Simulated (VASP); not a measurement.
# SiSn2 (P6_3mc) in VASP: single point with PBE

Aim: the single point of SiSn2 with PBE.

Everything below comes from runs of VASP 6.6.1. Logs are shortened: lines on timing, memory, paths and dates and some standing lists are left out, and cuts for length are marked.

## 1. The cell of the first run

It takes space group P6_3mc (No. 186, hexagonal). Conventional cell: a = 5.068 Å, b = 5.068 Å, c = 6.649 Å, α = 90.00°, β = 90.00°, γ = 120.00°. Si (site symmetry 3m) has 7 Sn at 2.76 to 3.06 Å within 3.6 Å. Sn (site symmetry 3m) has 6 Si at 3.06 to 3.81 Å and 8 Sn at 3.27 to 3.47 Å within 4.0 Å. Within 3.6 Å of Sn (site symmetry 3m) lie 4 Si at 2.76 to 2.98 Å and 6 Sn at 3.27 to 3.47 Å.

## 2. Single point, PBE

Input file INCAR:

```
SYSTEM = SiSn2
PREC = Accurate
ENCUT = 520
EDIFF = 1E-6
ISMEAR = -1
SIGMA = 0.1
LREAL = .FALSE.
LASPH = .TRUE.
NELM = 100
ALGO = Normal
ISIF = 2
LWAVE = .FALSE.
LCHARG = .FALSE.
GGA = PE
NBANDS = 41
```

Input file KPOINTS:

```
Automatic mesh
0
G
  7 7 5
  0 0 0
```

Input file POSCAR:

```
SiSn2
1.0
    2.5340896744      4.3891720671      0.0000000000
   -2.5340896744      4.3891720671      0.0000000000
    0.0000000000      0.0000000000      6.6490599167
Si Sn
2 4
Direct
    0.3333333333      0.3333333333      0.2163554575
    0.6666666667      0.6666666667      0.7163554575
    0.0000000000      0.0000000000      0.0822783532
    0.0000000000      0.0000000000      0.5822783532
    0.3333333333      0.3333333333      0.8013661893
    0.6666666667      0.6666666667      0.3013661893
```

Potentials or basis: VASP PAW PBE potentials, release 64 (Si, Sn_d).

The run is started by

```sh
cat potpaw_PBE.64/Si/POTCAR potpaw_PBE.64/Sn_d/POTCAR > POTCAR
mpirun -np 1 vasp_std > vasp.out
```

OUTCAR:

```text
SYSTEM = SiSn2
   PREC = Accurate
   ENCUT = 520
   EDIFF = 1E-6
   ISMEAR = -1
   LREAL = .FALSE.
   LASPH = .TRUE.
   NELM = 100
   ISIF = 2
   GGA = PE

 ion  position               nearest neighbor table
   1  0.333  0.333  0.216-   5 2.76   6 2.98   6 2.98   6 2.98   3 3.06   3 3.06   3 3.06
   2  0.667  0.667  0.716-   6 2.76   5 2.98   5 2.98   5 2.98   4 3.06   4 3.06   4 3.06
   3  0.000  0.000  0.082-   1 3.06   1 3.06   1 3.06   6 3.27   6 3.27   6 3.27   4 3.32   4 3.32
                             5 3.47   5 3.47   5 3.47
   4  0.000  0.000  0.582-   2 3.06   2 3.06   2 3.06   5 3.27   5 3.27   5 3.27   3 3.32   3 3.32
                             6 3.47   6 3.47   6 3.47
   5  0.333  0.333  0.801-   1 2.76   2 2.98   2 2.98   2 2.98   4 3.27   4 3.27   4 3.27   3 3.47
                             3 3.47   3 3.47
   6  0.667  0.667  0.301-   2 2.76   1 2.98   1 2.98   1 2.98   3 3.27   3 3.27   3 3.27   4 3.47
                             4 3.47   4 3.47

  LATTYP: Found a hexagonal cell.
 ALAT       =     5.0681793489
 C/A-ratio  =     1.3119227752

  Lattice vectors:

 A1 = (   2.5340896744,  -4.3891720671,   0.0000000000)
 A2 = (   2.5340896744,   4.3891720671,   0.0000000000)
 A3 = (   0.0000000000,   0.0000000000,   6.6490599167)

Analysis of symmetry for initial positions (statically):
=====================================================================
 Subroutine PRICEL returns:
 Original cell was already a primitive cell.

 Routine SETGRP: Setting up the symmetry group for a
 hexagonal supercell.

 Subroutine GETGRP returns: Found 12 space group operations
 (whereof  6 operations were pure point group operations)
 out of a pool of 24 trial point group operations.

The static configuration has the point symmetry C_3v.
 The point group associated with its full space group is C_6v.

Analysis of symmetry for dynamics (positions and initial velocities):
=====================================================================
 Subroutine PRICEL returns:
 Original cell was already a primitive cell.

 Routine SETGRP: Setting up the symmetry group for a
 hexagonal supercell.

 Subroutine GETGRP returns: Found 12 space group operations
 (whereof  6 operations were pure point group operations)
 out of a pool of 24 trial point group operations.

The dynamic configuration has the point symmetry C_3v.
 The point group associated with its full space group is C_6v.

 Subroutine INISYM returns: Found 12 space group operations
 (whereof  6 operations are pure point group operations),
 and found     1 'primitive' translations

----------------------------------------------------------------------------------------

                                     Primitive cell

  volume of cell :     147.9091

  direct lattice vectors                    reciprocal lattice vectors
     2.534089674  4.389172067  0.000000000     0.197309513  0.113916701  0.000000000
    -2.534089674  4.389172067  0.000000000    -0.197309513  0.113916701  0.000000000
     0.000000000  0.000000000  6.649059917     0.000000000  0.000000000  0.150397201

  length of vectors
     5.068179349  5.068179349  6.649059917     0.227833401  0.227833401  0.150397201

  position of ions in fractional coordinates (direct lattice)
     0.333333333  0.333333333  0.216355458
     0.666666667  0.666666667  0.716355458
     0.000000000  0.000000000  0.082278353
     0.000000000  0.000000000  0.582278353
     0.333333333  0.333333333  0.801366189
     0.666666667  0.666666667  0.301366189

  ion indices of the primitive-cell ions
   primitive index   ion index
                 1           1
                 2           2
                 3           3
                 4           4
                 5           5
                 6           6

----------------------------------------------------------------------------------------

 KPOINTS: Automatic mesh

Automatic generation of k-mesh.
 Grid dimensions read from file:
 generate k-points for:    7    7    5

 Generating k-lattice:

  Cartesian coordinates                     Fractional coordinates (reciprocal lattice)
     0.028187073  0.016273814  0.000000000     0.142857143  0.000000000  0.000000000
    -0.028187073  0.016273814  0.000000000     0.000000000  0.142857143  0.000000000
     0.000000000  0.000000000  0.030079440     0.000000000  0.000000000  0.200000000

  Length of vectors
     0.032547629  0.032547629  0.030079440

  Shift w.r.t. Gamma in fractional coordinates (k-lattice)
     0.000000000  0.000000000  0.000000000

 Subroutine IBZKPT returns following result:
 ===========================================

 Found     24 irreducible k-points:

 Following reciprocal coordinates:
            Coordinates               Weight
  0.000000  0.000000  0.000000      1.000000
  0.142857 -0.000000  0.000000      6.000000
  0.285714 -0.000000  0.000000      6.000000
  0.428571 -0.000000  0.000000      6.000000
  0.285714  0.142857  0.000000      6.000000
  0.428571  0.142857  0.000000     12.000000
[... 16 lines left out ...]
 -0.428571  0.142857  0.400000     12.000000
 -0.428571  0.285714  0.400000     12.000000
   k-points           NKPTS =     24   k-points in BZ     NKDIM =     24   number of bands    NBANDS=     41
   number of dos      NEDOS =    301   number of ions     NIONS =      6
   total plane-waves  NPLWV =  80000
   dimension x,y,z NGX =    40 NGY =   40 NGZ =   50
   dimension x,y,z NGXF=    80 NGYF=   80 NGZF=  100
   ions per type =               2   4
   NGX,Y,Z   is equivalent  to a cutoff of  13.12, 13.12, 12.50 a.u.
   NGXF,Y,Z  is equivalent  to a cutoff of  26.24, 26.24, 25.00 a.u.
 SYSTEM =  SiSn2
   PREC   = accura    normal or accurate (medium, high low for compatibility)
   ISTART =      0    job   : 0-new  1-cont  2-samecut
   ICHARG =      2    charge: 1-file 2-atom 10-const
   ISPIN  =      1    spin polarized calculation?
   LNONCOLLINEAR =      F non collinear calculations
   LSORBIT =      F    spin-orbit coupling
   LASPH  =      T    aspherical Exc in radial PAW
   ENCUT  =  520.0 eV  38.22 Ry    6.18 a.u.   9.42  9.42 12.36*2*pi/ulx,y,z
   NELM   =    100;   NELMIN=  2; NELMDL= -5     # of ELM steps
   EDIFF  = 0.1E-05   stopping-criterion for ELM
   LREAL  =      F    real-space projection
   EDIFFG = 0.1E-04   stopping-criterion for IOM
   NSW    =      0    number of steps for IOM
   IBRION =     -1    ionic relax: 0-MD 1-quasi-New 2-CG
   NFREE  =      0    steps in history (QN), initial steepest desc. (CG)
   ISIF   =      2    stress and relaxation
   ISYM   =      2    0-nonsym 1-usesym 2-fastsym
   POTIM  = 0.5000    time-step for ionic-motion
   TEBEG  =    0.0;   TEEND  =   0.0 temperature during run
   PSTRESS=    0.0 pullay stress
   NELECT =      64.0000    total number of electrons
   NUPDOWN=      -1.0000    fix difference up-down
   EMIN   =  10.00;   EMAX   =-10.00  energy-range for DOS
   EFERMI =   0.00;   METHOD = LEGACY
   ISMEAR =    -1;   SIGMA  =   0.10  broadening in eV -4-tet -1-fermi 0-gaus
   EFERMI_NEDOS =   21; number of points for ismear=-14 and -15
   IALGO  =     38    algorithm
   IMIX   =      4    mixing-type and parameters
     AMIX     =   0.40;   BMIX     =  1.00
     AMIX_MAG =   1.60;   BMIX_MAG =  1.00
  volume/ion in A,a.u.               =      24.65       166.36
  Fermi-wavevector in a.u.,A,eV,Ry     =   1.238235  2.339926 20.860818  1.533227
  Thomas-Fermi vector in A             =   2.372769
   LORBIT       =      0    0 simple, 1 ext, 2 COOP (PROOUT), +10 PAW based schemes
   GGA     = PE    functional components
   LHFCALC =     F    Hartree Fock is set to
   AEXX    =    0.0000 exact exchange contribution
   IVDW    =     0    specifies the selected vdW correction
   LEPSILON=     F    determine dielectric tensor
   LRPA    =     F    only Hartree local field effects (RPA)
 non-spin polarized calculation
  energy-cutoff  :      520.00
  volume of cell :      147.91
 maximum number of plane-waves:      4029
 NGX is ok and might be reduce to    40
   NGX = 19   NGY = 19   NGZ = 25

 number of electron      64.0000004 magnetization

 Free energy of the ion-electron system (eV)
  ---------------------------------------------------
  ext. energy  EPLUGINS =         0.00000000
  ---------------------------------------------------
  free energy    TOTEN  =       -24.48312238 eV

  energy without entropy =      -24.41567523  energy(sigma->0) =      -24.44939880

 E-fermi :   7.6450     XC(G=0): -10.2035

 val. band max:        7.6168684322   @ k =   0.2857  -0.0000   0.0000
 cond. band min:       7.7146836347   @ k =   0.0000   0.0000   0.0000
 fundamental gap:      0.0978152025
 Fermi energy:         7.6450040719

 k-point     1 :       0.0000    0.0000    0.0000
  band No.  band energies     occupation
      1     -14.0020      2.00000
      2     -13.9789      2.00000
      3     -13.9789      2.00000
      4     -13.9539      2.00000
      5     -13.9539      2.00000
      6     -13.9164      2.00000
[... 33 lines left out ...]
     40      10.3998      0.00000
     41      11.3008      0.00000

 k-point     2 :       0.1429   -0.0000    0.0000
  band No.  band energies     occupation
      1     -14.0015      2.00000
      2     -13.9767      2.00000
      3     -13.9746      2.00000
      4     -13.9509      2.00000
      5     -13.9465      2.00000
      6     -13.9200      2.00000
[... 33 lines left out ...]
     40      10.7825      0.00000
     41      12.0547      0.00000

 k-point     3 :       0.2857   -0.0000    0.0000
  band No.  band energies     occupation
      1     -13.9999      2.00000
      2     -13.9723      2.00000
      3     -13.9636      2.00000
      4     -13.9446      2.00000
      5     -13.9299      2.00000
      6     -13.9263      2.00000
[... 875 lines left out ...]
      2     -13.9476      2.00000
      3     -13.9448      2.00000
      4     -13.9324      2.00000
      5     -13.9233      2.00000
      6     -13.9199      2.00000
[... 33 lines left out ...]
     40      11.9293      0.00000
     41      12.6480      0.00000

 k-point    24 :      -0.4286    0.2857    0.4000
  band No.  band energies     occupation
      1     -13.9524      2.00000
      2     -13.9474      2.00000
      3     -13.9446      2.00000
      4     -13.9343      2.00000
      5     -13.9267      2.00000
      6     -13.9141      2.00000
[... 33 lines left out ...]
     40      12.4484      0.00000
     41      12.9381      0.00000

------------------------ aborting loop because EDIFF is reached ----------------------------------------

  FORCE on cell =-STRESS in cart. coord.  units (eV):
  Direction    XX          YY          ZZ          XY          YZ          ZX
  --------------------------------------------------------------------------------------
  -------------------------------------------------------------------------------------
  Total       -0.0530168     -0.0530168     -0.0482076      0.0000000      0.0000000      0.0000000
  in kB       -0.5742877     -0.5742877     -0.5221935      0.0000000      0.0000000      0.0000000
  external PRESSURE =      -0.5569230 kB  Pullay stress =       0.0000000 kB

 VOLUME and BASIS-vectors are now :
 -----------------------------------------------------------------------------
  energy-cutoff  :      520.00
  volume of cell :      147.91
      direct lattice vectors                 reciprocal lattice vectors
     2.534089674  4.389172067  0.000000000     0.197309513  0.113916701  0.000000000
    -2.534089674  4.389172067  0.000000000    -0.197309513  0.113916701  0.000000000
     0.000000000  0.000000000  6.649059917     0.000000000  0.000000000  0.150397201

 POSITION                                       TOTAL-FORCE (eV/Angst)
 -----------------------------------------------------------------------------------
      0.00000      2.92611      1.43856         0.000000     -0.000000      0.000470
      0.00000      5.85223      4.76309        -0.000000      0.000000      0.000470
      0.00000      0.00000      0.54707        -0.000000      0.000000      0.005788
      0.00000      0.00000      3.87160        -0.000000      0.000000      0.005788
      0.00000      2.92611      5.32833        -0.000000     -0.000000     -0.006258
      0.00000      5.85223      2.00380         0.000000      0.000000     -0.006258
 -----------------------------------------------------------------------------------
    total drift:                                0.000000     -0.000001     -0.000257

  FREE ENERGIE OF THE ION-ELECTRON SYSTEM (eV)
  ---------------------------------------------------
  free  energy   TOTEN  =       -24.4831223753 eV

  energy  without entropy=      -24.4156752283  energy(sigma->0) =      -24.44939880
```

Run time: 4.5 min. Hardware: 1 thread of AMD EPYC 7R13, shared host; peak memory 0.29 GiB.

Results:

```yaml
Free_energy: -24.4831 eV
Pressure: -0.1 GPa
Largest_force: 0.006 eV/Å
Band_gap_on_the_k_mesh: zero (band 32 reaches 8.58 eV, above the bottom of band 33 at 6.32 eV)
```

Forces on the atoms (eV/Å):
```
Si   0.000  0.000  0.000
Si   0.000  0.000  0.000
Sn   0.000  0.000  0.006
Sn   0.000  0.000  0.006
Sn   0.000  0.000 -0.006
Sn   0.000  0.000 -0.006
```

Levels at points of the mesh, in eV from the Fermi level:
| k point | band 30 | band 31 | band 32 | band 33 | band 34 | band 35 |
| --- | --- | --- | --- | --- | --- | --- |
| (0.00, 0.00, 0.00) | -2.32 | -0.87 | -0.79 | -0.79 | -0.54 | -0.16 |

Caveat: spin-orbit coupling is left out, which moves the levels of the heavy elements.
